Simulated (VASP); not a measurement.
# KBr (base) (Fm-3m) in VASP: density of states with PBE

Aim: the density of states of KBr (base) with PBE.

Everything below comes from runs of VASP 6.6.1. Logs are shortened: lines on timing, memory, paths and dates and some standing lists are left out, and cuts for length are marked.

## (1) The cell of the first run

Symmetry: Fm-3m, No. 225, cubic system. Conventional cell: a = 6.705 Å, b = 6.705 Å, c = 6.705 Å, α = 90.00°, β = 90.00°, γ = 90.00°. Within 4.4 Å of K (site symmetry m-3m) lie 6 Br at 3.35 Å. Br (site symmetry m-3m) has 6 K at 3.35 Å within 4.4 Å.

## (2) Density of states, PBE

Input file POSCAR:

```
KBr
1.0
    0.0000000000      3.3527351045      3.3527351045
    3.3527351045      0.0000000000      3.3527351045
    3.3527351045      3.3527351045      0.0000000000
K Br
1 1
Direct
    0.0000000000      0.0000000000      0.0000000000
    0.5000000000      0.5000000000      0.5000000000
```

Input file INCAR.step1:

```
PREC = Accurate ; ENCUT = 400
EDIFF = 1E-6 ; ISMEAR = 0
SIGMA = 0.02 ; LREAL = False
LASPH = True ; NELM = 120
ALGO = Normal ; ISIF = 2
LWAVE = False ; LCHARG = True
GGA = PE ; NBANDS = 15
GGA_COMPAT = False ; NEDOS = 2001
LORBIT = 11
```

Input file KPOINTS.step1:

```
Automatic mesh
0
Gamma
  6 6 6
```

Input file INCAR.step2:

```
PREC = Accurate ; ENCUT = 400
EDIFF = 1E-6 ; ISMEAR = -5
SIGMA = 0.02 ; LREAL = False
LASPH = True ; NELM = 120
ALGO = Normal ; ISIF = 2
LWAVE = False ; LCHARG = False
GGA = PE ; LORBIT = 11
NEDOS = 2001 ; ICHARG = 11
GGA_COMPAT = False
```

Input file KPOINTS.step2:

```
Automatic mesh
0
Gamma
  9 9 9
```

Potentials or basis: VASP PAW PBE potentials, release 64 (K_sv, Br).

Run with:

```bash
$ cat potpaw_PBE.64/K_sv/POTCAR potpaw_PBE.64/Br/POTCAR > POTCAR
$ cp INCAR.step1 INCAR
$ cp KPOINTS.step1 KPOINTS
$ mpirun -np 1 vasp_std > vasp.out
$ cp INCAR.step2 INCAR
$ cp KPOINTS.step2 KPOINTS
$ mpirun -np 1 vasp_std > vasp.out
```

OUTCAR:

```text
PREC = Accurate
   ENCUT = 400
   EDIFF = 1E-6
   ISMEAR = -5
   LREAL = False
   LASPH = True
   NELM = 120
   ISIF = 2
   GGA = PE
   LORBIT = 11
   ICHARG = 11

 ion  position               nearest neighbor table
   1  0.000  0.000  0.000-
   2  0.500  0.500  0.500-

  LATTYP: Found a face centered cubic cell.
 ALAT       =     6.7054702090

  Lattice vectors:

 A1 = (   0.0000000000,   3.3527351045,   3.3527351045)
 A2 = (   3.3527351045,   0.0000000000,   3.3527351045)
 A3 = (   3.3527351045,   3.3527351045,   0.0000000000)

Analysis of symmetry for initial positions (statically):
=====================================================================
 Subroutine PRICEL returns:
 Original cell was already a primitive cell.

 Routine SETGRP: Setting up the symmetry group for a
 face centered cubic supercell.

 Subroutine GETGRP returns: Found 48 space group operations
 (whereof 48 operations were pure point group operations)
 out of a pool of 48 trial point group operations.

The static configuration has the point symmetry O_h .

Analysis of symmetry for dynamics (positions and initial velocities):
=====================================================================
 Subroutine PRICEL returns:
 Original cell was already a primitive cell.

 Routine SETGRP: Setting up the symmetry group for a
 face centered cubic supercell.

 Subroutine GETGRP returns: Found 48 space group operations
 (whereof 48 operations were pure point group operations)
 out of a pool of 48 trial point group operations.

The dynamic configuration has the point symmetry O_h .

 Subroutine INISYM returns: Found 48 space group operations
 (whereof 48 operations are pure point group operations),
 and found     1 'primitive' translations

----------------------------------------------------------------------------------------

                                     Primitive cell

  volume of cell :      75.3751

  direct lattice vectors                    reciprocal lattice vectors
     0.000000000  3.352735104  3.352735104    -0.149131973  0.149131973  0.149131973
     3.352735104  0.000000000  3.352735104     0.149131973 -0.149131973  0.149131973
     3.352735104  3.352735104  0.000000000     0.149131973  0.149131973 -0.149131973

  length of vectors
     4.741483456  4.741483456  4.741483456     0.258304154  0.258304154  0.258304154

  position of ions in fractional coordinates (direct lattice)
     0.000000000  0.000000000  0.000000000
     0.500000000  0.500000000  0.500000000

  ion indices of the primitive-cell ions
   primitive index   ion index
                 1           1
                 2           2

----------------------------------------------------------------------------------------

 KPOINTS: Automatic mesh

Automatic generation of k-mesh.
 Grid dimensions read from file:
 generate k-points for:    9    9    9

 Generating k-lattice:

  Cartesian coordinates                     Fractional coordinates (reciprocal lattice)
    -0.016570219  0.016570219  0.016570219     0.111111111  0.000000000  0.000000000
     0.016570219 -0.016570219  0.016570219     0.000000000  0.111111111  0.000000000
     0.016570219  0.016570219 -0.016570219     0.000000000  0.000000000  0.111111111

  Length of vectors
     0.028700462  0.028700462  0.028700462

  Shift w.r.t. Gamma in fractional coordinates (k-lattice)
     0.000000000  0.000000000  0.000000000

 TETIRR: Found    115 inequivalent tetrahedra from     4374

 Subroutine IBZKPT returns following result:
 ===========================================

 Found     35 irreducible k-points:

 Following reciprocal coordinates:
            Coordinates               Weight
  0.000000  0.000000  0.000000      1.000000
  0.111111  0.000000  0.000000      8.000000
  0.222222  0.000000  0.000000      8.000000
  0.333333  0.000000  0.000000      8.000000
  0.444444  0.000000  0.000000      8.000000
  0.111111  0.111111  0.000000      6.000000
[... 16 lines left out ...]
 -0.333333  0.333333  0.000000     12.000000
  0.444444  0.444444  0.000000      6.000000
 [... further k-points ...]
   k-points           NKPTS =     35   k-points in BZ     NKDIM =     35   number of bands    NBANDS=     12
   number of dos      NEDOS =   2001   number of ions     NIONS =      2
   total plane-waves  NPLWV =  32768
   dimension x,y,z NGX =    32 NGY =   32 NGZ =   32
   dimension x,y,z NGXF=    64 NGYF=   64 NGZF=   64
   ions per type =               1   1
   NGX,Y,Z   is equivalent  to a cutoff of  11.22, 11.22, 11.22 a.u.
   NGXF,Y,Z  is equivalent  to a cutoff of  22.44, 22.44, 22.44 a.u.
 SYSTEM =  unknown system
   PREC   = accura    normal or accurate (medium, high low for compatibility)
   ISTART =      0    job   : 0-new  1-cont  2-samecut
   ICHARG =     11    charge: 1-file 2-atom 10-const
   ISPIN  =      1    spin polarized calculation?
   LNONCOLLINEAR =      F non collinear calculations
   LSORBIT =      F    spin-orbit coupling
   LASPH  =      T    aspherical Exc in radial PAW
   ENCUT  =  400.0 eV  29.40 Ry    5.42 a.u.   7.73  7.73  7.73*2*pi/ulx,y,z
   NELM   =    120;   NELMIN=  2; NELMDL=  0     # of ELM steps
   EDIFF  = 0.1E-05   stopping-criterion for ELM
   LREAL  =      F    real-space projection
   EDIFFG = 0.1E-04   stopping-criterion for IOM
   NSW    =      0    number of steps for IOM
   IBRION =     -1    ionic relax: 0-MD 1-quasi-New 2-CG
   NFREE  =      0    steps in history (QN), initial steepest desc. (CG)
   ISIF   =      2    stress and relaxation
   ISYM   =      2    0-nonsym 1-usesym 2-fastsym
   POTIM  = 0.5000    time-step for ionic-motion
   TEBEG  =    0.0;   TEEND  =   0.0 temperature during run
   PSTRESS=    0.0 pullay stress
   NELECT =      16.0000    total number of electrons
   NUPDOWN=      -1.0000    fix difference up-down
   EMIN   =  10.00;   EMAX   =-10.00  energy-range for DOS
   EFERMI =   0.00;   METHOD = LEGACY
   ISMEAR =    -5;   SIGMA  =   0.02  broadening in eV -4-tet -1-fermi 0-gaus
   EFERMI_NEDOS =   21; number of points for ismear=-14 and -15
   IALGO  =     38    algorithm
   IMIX   =      4    mixing-type and parameters
     AMIX     =   0.40;   BMIX     =  1.00
     AMIX_MAG =   1.60;   BMIX_MAG =  1.00
  volume/ion in A,a.u.               =      37.69       254.33
  Fermi-wavevector in a.u.,A,eV,Ry     =   0.976575  1.845459 12.975858  0.953699
  Thomas-Fermi vector in A             =   2.107205
   LORBIT       =     11    0 simple, 1 ext, 2 COOP (PROOUT), +10 PAW based schemes
   GGA     = PE    functional components
   LHFCALC =     F    Hartree Fock is set to
   AEXX    =    0.0000 exact exchange contribution
   IVDW    =     0    specifies the selected vdW correction
   LEPSILON=     F    determine dielectric tensor
   LRPA    =     F    only Hartree local field effects (RPA)
 non-spin polarized calculation
 Fermi weights with tetrahedron method with Bloechl corrections
  energy-cutoff  :      400.00
  volume of cell :       75.38
 maximum number of plane-waves:      1384

 number of electron      16.0000004 magnetization

 Free energy of the ion-electron system (eV)
  ---------------------------------------------------
  ext. energy  EPLUGINS =         0.00000000
  ---------------------------------------------------
  free energy    TOTEN  =        -6.22327049 eV

  energy without entropy =       -6.22327049  energy(sigma->0) =       -6.22327049

 E-fermi :  -1.9092     XC(G=0):  -7.1827

 val. band max:       -1.9219680395   @ k =   0.0000   0.0000   0.0000
 cond. band min:       2.3871102667   @ k =   0.0000   0.0000   0.0000
 fundamental gap:      4.3090783062
 Fermi energy:        -1.9091557922

 k-point     1 :       0.0000    0.0000    0.0000
  band No.  band energies     occupation
      1     -29.8081      2.00000
      2     -14.1597      2.00000
      3     -13.2811      2.00000
      4     -13.2811      2.00000
      5     -13.2811      2.00000
      6      -1.9220      2.00000
      7      -1.9220      2.00000
      8      -1.9220      2.00000
      9       2.3871      0.00000
     10       5.6678      0.00000
     11       5.6678      0.00000
     12       5.6679      0.00000

 k-point     2 :       0.1111    0.0000    0.0000
  band No.  band energies     occupation
      1     -29.8076      2.00000
      2     -14.1834      2.00000
      3     -13.2817      2.00000
      4     -13.2817      2.00000
      5     -13.2504      2.00000
      6      -2.0879      2.00000
      7      -1.9591      2.00000
      8      -1.9591      2.00000
      9       2.6866      0.00000
     10       5.5789      0.00000
     11       5.8079      0.00000
     12       5.8079      0.00000

 k-point     3 :       0.2222    0.0000    0.0000
  band No.  band energies     occupation
      1     -29.8063      2.00000
      2     -14.2374      2.00000
      3     -13.2831      2.00000
      4     -13.2831      2.00000
      5     -13.1786      2.00000
      6      -2.4470      2.00000
      7      -2.0498      2.00000
      8      -2.0498      2.00000
      9       3.4005      0.00000
     10       5.4981      0.00000
     11       6.2045      0.00000
     12       6.2045      0.00000
[... 286 lines left out ...]
 k-point    23 :      -0.3333    0.3333    0.0000
  band No.  band energies     occupation
      1     -29.8028      2.00000
      2     -14.2109      2.00000
      3     -13.3335      2.00000
      4     -13.2960      2.00000
      5     -13.1640      2.00000
      6      -2.6545      2.00000
      7      -2.4924      2.00000
      8      -2.2348      2.00000
      9       4.9890      0.00000
     10       6.0216      0.00000
     11       6.4181      0.00000
     12       7.0049      0.00000

 k-point    24 :       0.4444    0.4444    0.0000
  band No.  band energies     occupation
      1     -29.8027      2.00000
      2     -14.0897      2.00000
      3     -13.3362      2.00000
      4     -13.3097      2.00000
      5     -13.3097      2.00000
      6      -2.6906      2.00000
      7      -2.1845      2.00000
      8      -2.1845      2.00000
      9       4.0230      0.00000
     10       5.0314      0.00000
     11       7.2061      0.00000
     12       7.3282      0.00000

 [... further k-points ...]

------------------------ aborting loop because EDIFF is reached ----------------------------------------

  FORCE on cell =-STRESS in cart. coord.  units (eV):
  Direction    XX          YY          ZZ          XY          YZ          ZX
  --------------------------------------------------------------------------------------
  -------------------------------------------------------------------------------------
  Total        0.0031871      0.0031871      0.0031871      0.0000000      0.0000000     -0.0000000
  in kB        0.0677448      0.0677448      0.0677448      0.0000000      0.0000000     -0.0000000
  external PRESSURE =       0.0677448 kB  Pullay stress =       0.0000000 kB

 VOLUME and BASIS-vectors are now :
 -----------------------------------------------------------------------------
  energy-cutoff  :      400.00
  volume of cell :       75.38
      direct lattice vectors                 reciprocal lattice vectors
     0.000000000  3.352735104  3.352735104    -0.149131973  0.149131973  0.149131973
     3.352735104  0.000000000  3.352735104     0.149131973 -0.149131973  0.149131973
     3.352735104  3.352735104  0.000000000     0.149131973  0.149131973 -0.149131973

 POSITION                                       TOTAL-FORCE (eV/Angst)
 -----------------------------------------------------------------------------------
      0.00000      0.00000      0.00000        -0.000000      0.000000      0.000000
      3.35274      3.35274      3.35274         0.000000      0.000000      0.000000
 -----------------------------------------------------------------------------------
    total drift:                                0.000000     -0.000000     -0.000000

  FREE ENERGIE OF THE ION-ELECTRON SYSTEM (eV)
  ---------------------------------------------------
  free  energy   TOTEN  =        -6.2232704944 eV

  energy  without entropy=       -6.2232704944  energy(sigma->0) =       -6.22327049

 total charge

# of ion       s       p       d       tot
------------------------------------------
    1        1.956   5.576   0.022   7.554
    2        1.599   3.296   0.001   4.895
--------------------------------------------------
tot          3.555   8.872   0.022  12.449
```

Wall time 36 s (1 thread of Intel Xeon 8259CL, shared host); peak memory 0.17 GiB.

Results:

| Item | Value |
| --- | --- |
| Valence electrons inside the program's atomic spheres | K 7.55; Br 4.89 |

Levels at points of the mesh, in eV from the valence-band top:
| k point | band 4 | band 5 | band 6 | band 7 | band 8 | band 9 | band 10 | band 11 | band 12 |
| --- | --- | --- | --- | --- | --- | --- | --- | --- | --- |
| (0.00, 0.00, 0.00) | -11.36 | -11.36 | 0.00 | 0.00 | 0.00 | 4.31 | 7.59 | 7.59 | 7.59 |
